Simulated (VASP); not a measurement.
HfN, 2 atoms in the cell. It takes space group R-3m (No. 166, trigonal). Conventional cell: a = 3.163 Å, b = 3.163 Å, c = 7.982 Å, α = 90.00°, β = 90.00°, γ = 120.00°. Hf (site symmetry -3m) has 6 N at 2.26 Å within 3.0 Å. Within 3.0 Å of N (site symmetry -3m) lie 6 Hf at 2.26 Å.  This cell differs from its parent crystal: equal xy, yz and zx shear strains of +2 %.

- Program: VASP 6.6.1
- Task: electric field gradients
- Functional: PBEsol
- Potentials or basis: VASP PAW PBE potentials, release 64 (Hf_pv, N)
- Cutoff: 520 eV
- k mesh: 10 × 10 × 10
- Occupations: fermi-dirac, width 0.01 eV
- Spin: no spin polarisation
- Dipole correction: no
- Further INCAR settings: ALGO = Normal; EDIFF = 1e-08; NBANDS = 14

Potentials or basis: VASP PAW PBE potentials, release 64 (Hf_pv, N).

Launch:

```sh
$ cat potpaw_PBE.64/Hf_pv/POTCAR potpaw_PBE.64/N/POTCAR > POTCAR
$ mpirun -np 1 vasp_std > vasp.out
```

Hardware: 1 thread of Intel(R) Xeon(R) 6975P-C (Granite Rapids) (shared host).

Problem. How long does it take, and how much memory?

Solution. It took 12 s on 1 thread of Intel(R) Xeon(R) 6975P-C (Granite Rapids), with other jobs on the host, peak memory 0.16 GiB. Counts: scf iterations 16, k points 116.
